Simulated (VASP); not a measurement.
The system is InSe.

```
In Se
1.0
     5.86790   -2.05500    0.00000
     5.86790    2.05500    0.00000
    -1.59941    0.00000    4.32365
In Se
2 2
Direct
  0.88400 0.88400 0.00500
  0.11600 0.11600 0.99500
  0.66000 0.66000 0.64200
  0.34000 0.34000 0.35800
```

Base run:

- Program: VASP 6.6.1
- Functional: PBEsol
- Potentials or basis: VASP PAW PBE potentials, release 64 (In_d, Se)
- Cutoff: 500 eV
- k mesh: 6 × 6 × 6
- Occupations: gaussian, width 0.01 eV
- Spin: no spin polarisation

Its results: band gap on the k mesh 1.05 eV, indirect (least direct gap 1.29 eV); pressure -0.1 GPa; largest force 0.702 eV/Å.

**Question.** The run is repeated on the same cell with these changes: functional from PBEsol to BLYP. What comes out?

**Answer.** Band gap on the k mesh 1.04 eV, indirect (least direct gap 1.37 eV); pressure 6.8 GPa; largest force 0.904 eV/Å.

BLYP binds less tightly than PBEsol, so the same cell stands under more pressure.

Caveats: the PAW data sets were made with another functional, which shifts forces and pressure a little; spin-orbit coupling is left out, which moves the levels of the heavy elements.

A k mesh can miss the band edges.
